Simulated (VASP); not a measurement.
Si, 1 atom in the cell. It takes space group P6/mmm (No. 191, hexagonal). Conventional cell: a = 2.621 Å, b = 2.621 Å, c = 2.466 Å, α = 90.00°, β = 90.00°, γ = 120.00°. Si (site symmetry 6/mmm) has 8 Si at 2.47 to 2.62 Å within 3.3 Å. 

```yaml
Program: VASP 6.6.1
Task: electric field gradients
Functional: PBE
Potentials_or_basis: VASP PAW PBE potentials, release 64 (Si)
Cutoff: 400 eV
k_mesh: 12 × 12 × 11
Occupations: fermi-dirac, width 0.05 eV
Spin: no spin polarisation
Dipole_correction: no
Further_INCAR_settings: ALGO = Normal; EDIFF = 1e-08; NBANDS = 8
```

Potentials or basis: VASP PAW PBE potentials, release 64 (Si).

Run with:

```sh
$ cat potpaw_PBE.64/Si/POTCAR > POTCAR
$ mpirun -np 1 vasp_std > vasp.out
```

Hardware: 1 thread of Intel(R) Xeon(R) Platinum 8488C (Sapphire Rapids), with other jobs on the host.

**Question.** Estimate the wall time of this run.

**Answer.** Wall time 8.6 s on 1 thread of Intel(R) Xeon(R) Platinum 8488C (Sapphire Rapids) (shared host), peak memory 0.11 GiB. Counts: scf iterations 13, k points 114.
